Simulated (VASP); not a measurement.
# SrIrO3 (Pm-3m) in VASP: single point with LDA

Aim: the single point of SrIrO3 with LDA.

All numbers are computed with VASP 6.6.1; they aren't measurements. Logs are shortened: lines on timing, memory, paths and dates and some standing lists are left out, and cuts for length are marked.

### 1 The cell of the first run

The structure is cubic, space group Pm-3m (No. 221). Conventional cell: a = 3.906 Å, b = 3.906 Å, c = 3.906 Å, α = 90.00°, β = 90.00°, γ = 90.00°. Sr (site symmetry m-3m) has 12 O at 2.76 Å and 8 Ir at 3.38 Å within 3.6 Å. Ir (site symmetry m-3m) has 6 O at 1.95 Å within 2.6 Å. Within 2.6 Å of O (site symmetry 4/mmm) lie 2 Ir at 1.95 Å.

### 2 Single point, LDA

INCAR

```
SYSTEM = SrIrO3
PREC = Accurate
ENCUT = 700
EDIFF = 1E-6
ISMEAR = -1
SIGMA = 0.1
LREAL = .False.
LASPH = .True.
NELM = 120
ALGO = Normal
ISIF = 2
LWAVE = .False.
LCHARG = .True.
GGA = CA
LELF = .True.
LVHAR = .True.
NBANDS = 30
GGA_COMPAT = .False.
```

KPOINTS

```
regular mesh
0
Gamma
  6 6 6
  0 0 0
```

POSCAR

```
SrIrO3
1.0
    3.9057083778      0.0000000000      0.0000000000
    0.0000000000      3.9057078804      0.0000000000
    0.0000000000      0.0000000000      3.9057083778
Sr Ir O
1 1 3
Direct
    0.0000000000      0.0000000000      0.0000000000
    0.5000000000      0.5000000000      0.5000000000
    0.5000000000      0.5000000000      0.0000000000
    0.5000000000      0.0000000000      0.5000000000
    0.0000000000      0.5000000000      0.5000000000
```

Potentials or basis: VASP PAW LDA potentials, release 64 (Sr_sv, Ir_sv_GW, O).

Command:

```
$ cat potpaw_LDA.64/Sr_sv/POTCAR potpaw_LDA.64/Ir_sv_GW/POTCAR potpaw_LDA.64/O/POTCAR > POTCAR
$ mpirun -np 1 vasp_std > vasp.out
```

OUTCAR:

```text
SYSTEM = SrIrO3
   PREC = Accurate
   ENCUT = 700
   EDIFF = 1E-6
   ISMEAR = -1
   LREAL = .False.
   LASPH = .True.
   NELM = 120
   ISIF = 2
   GGA = CA

 ion  position               nearest neighbor table
   1  0.000  0.000  0.000-   3 2.76   5 2.76   5 2.76   3 2.76   5 2.76   5 2.76   3 2.76   3 2.76
                             4 2.76   4 2.76   4 2.76   4 2.76   2 3.38   2 3.38   2 3.38   2 3.38
   2  0.500  0.500  0.500-   4 1.95   4 1.95   5 1.95   3 1.95   3 1.95   5 1.95   1 3.38   1 3.38
                             1 3.38   1 3.38   1 3.38   1 3.38   1 3.38   1 3.38
   3  0.500  0.500  0.000-   2 1.95   2 1.95   1 2.76   1 2.76   1 2.76   1 2.76
   4  0.500  0.000  0.500-   2 1.95   2 1.95   1 2.76   1 2.76   1 2.76   1 2.76
   5  0.000  0.500  0.500-   2 1.95   2 1.95   1 2.76   1 2.76   1 2.76   1 2.76

  LATTYP: Found a simple cubic cell.
 ALAT       =     3.9057083778

  Lattice vectors:

 A1 = (   3.9057083778,   0.0000000000,   0.0000000000)
 A2 = (   0.0000000000,   3.9057078804,   0.0000000000)
 A3 = (   0.0000000000,   0.0000000000,   3.9057083778)

Analysis of symmetry for initial positions (statically):
=====================================================================
 Subroutine PRICEL returns:
 Original cell was already a primitive cell.

 Routine SETGRP: Setting up the symmetry group for a
 simple cubic supercell.

 Subroutine GETGRP returns: Found 48 space group operations
 (whereof 48 operations were pure point group operations)
 out of a pool of 48 trial point group operations.

The static configuration has the point symmetry O_h .

Analysis of symmetry for dynamics (positions and initial velocities):
=====================================================================
 Subroutine PRICEL returns:
 Original cell was already a primitive cell.

 Routine SETGRP: Setting up the symmetry group for a
 simple cubic supercell.

 Subroutine GETGRP returns: Found 48 space group operations
 (whereof 48 operations were pure point group operations)
 out of a pool of 48 trial point group operations.

The dynamic configuration has the point symmetry O_h .

 Subroutine INISYM returns: Found 48 space group operations
 (whereof 48 operations are pure point group operations),
 and found     1 'primitive' translations

----------------------------------------------------------------------------------------

[... 93 lines left out ...]
   EDIFF  = 0.1E-05   stopping-criterion for ELM
   LREAL  =      F    real-space projection
   EDIFFG = 0.1E-04   stopping-criterion for IOM
   NSW    =      0    number of steps for IOM
   IBRION =     -1    ionic relax: 0-MD 1-quasi-New 2-CG
   NFREE  =      0    steps in history (QN), initial steepest desc. (CG)
   ISIF   =      2    stress and relaxation
   ISYM   =      2    0-nonsym 1-usesym 2-fastsym
   POTIM  = 0.5000    time-step for ionic-motion
   TEBEG  =    0.0;   TEEND  =   0.0 temperature during run
   PSTRESS=    0.0 pullay stress
   NELECT =      45.0000    total number of electrons
   NUPDOWN=      -1.0000    fix difference up-down
   EMIN   =  10.00;   EMAX   =-10.00  energy-range for DOS
   EFERMI =   0.00;   METHOD = LEGACY
   ISMEAR =    -1;   SIGMA  =   0.10  broadening in eV -4-tet -1-fermi 0-gaus
   EFERMI_NEDOS =   21; number of points for ismear=-14 and -15
   IALGO  =     38    algorithm
   IMIX   =      4    mixing-type and parameters
     AMIX     =   0.40;   BMIX     =  1.00
     AMIX_MAG =   1.60;   BMIX_MAG =  1.00
  volume/ion in A,a.u.               =      11.92        80.41
  Fermi-wavevector in a.u.,A,eV,Ry     =   1.490891  2.817375 30.242428  2.222756
  Thomas-Fermi vector in A             =   2.603615
   LORBIT       =      0    0 simple, 1 ext, 2 COOP (PROOUT), +10 PAW based schemes
   GGA     = CA    functional components
   LHFCALC =     F    Hartree Fock is set to
   AEXX    =    0.0000 exact exchange contribution
   IVDW    =     0    specifies the selected vdW correction
   LEPSILON=     F    determine dielectric tensor
   LRPA    =     F    only Hartree local field effects (RPA)
 non-spin polarized calculation
  energy-cutoff  :      700.00
  volume of cell :       59.58
 maximum number of plane-waves:      2522
 NGX is ok and might be reduce to    36
   NGX = 17   NGY = 17   NGZ = 17

 number of electron      45.0000003 magnetization

 Free energy of the ion-electron system (eV)
  ---------------------------------------------------
  ext. energy  EPLUGINS =         0.00000000
  ---------------------------------------------------
  free energy    TOTEN  =       -38.20978861 eV

  energy without entropy =      -38.08948820  energy(sigma->0) =      -38.14963840

 E-fermi :   6.4146     XC(G=0): -12.2540

 val. band max:        6.3869386122   @ k =   0.5000   0.5000   0.1667
 cond. band min:       6.4200058890   @ k =   0.5000   0.3333   0.3333
 fundamental gap:      0.0330672768
 Fermi energy:         6.4146156528

 k-point     1 :       0.0000    0.0000    0.0000
  band No.  band energies     occupation
      1     -87.0728      2.00000
      2     -44.1561      2.00000
      3     -44.1561      2.00000
      4     -44.1561      2.00000
      5     -27.9729      2.00000
      6     -13.7158      2.00000
[... 649 lines left out ...]
     29      14.1316      0.00000
     30      14.1624      0.00000

------------------------ aborting loop because EDIFF is reached ----------------------------------------

  FORCE on cell =-STRESS in cart. coord.  units (eV):
  Direction    XX          YY          ZZ          XY          YZ          ZX
  --------------------------------------------------------------------------------------
  -------------------------------------------------------------------------------------
  Total        0.2717658      0.2717657      0.2717658     -0.0000000     -0.0000000      0.0000000
  in kB        7.3081243      7.3081225      7.3081243     -0.0000000     -0.0000000      0.0000000
  external PRESSURE =       7.3081237 kB  Pullay stress =       0.0000000 kB

 VOLUME and BASIS-vectors are now :
 -----------------------------------------------------------------------------
  energy-cutoff  :      700.00
  volume of cell :       59.58
      direct lattice vectors                 reciprocal lattice vectors
     3.905708378  0.000000000  0.000000000     0.256035501  0.000000000  0.000000000
     0.000000000  3.905707880  0.000000000     0.000000000  0.256035533  0.000000000
     0.000000000  0.000000000  3.905708378     0.000000000  0.000000000  0.256035501

 POSITION                                       TOTAL-FORCE (eV/Angst)
 -----------------------------------------------------------------------------------
      0.00000      0.00000      0.00000         0.000000      0.000000      0.000000
      1.95285      1.95285      1.95285         0.000000      0.000000      0.000000
      1.95285      1.95285      0.00000         0.000000      0.000000      0.000000
      1.95285      0.00000      1.95285         0.000000      0.000000      0.000000
      0.00000      1.95285      1.95285         0.000000      0.000000      0.000000
 -----------------------------------------------------------------------------------
    total drift:                                0.000000      0.000000      0.000000

  FREE ENERGIE OF THE ION-ELECTRON SYSTEM (eV)
  ---------------------------------------------------
  free  energy   TOTEN  =       -38.2097886112 eV

  energy  without entropy=      -38.0894881973  energy(sigma->0) =      -38.14963840
```

Wall time 28 s (1 thread of Intel Xeon 6975P-C (Granite Rapids), shared host); peak memory 0.21 GiB.

Results:

* Free energy: -38.2098 eV
* Pressure: 0.7 GPa
* Band gap on the k mesh: zero (an odd number of electrons rules out a gap without spin polarisation)

Caveat: spin-orbit coupling is left out, which moves the levels of the heavy elements; an odd number of electrons without spin polarisation forces a metal; a magnetic or distorted state may lie lower.

The gap in the log of VASP goes by the Fermi energy; the results here count the filled bands.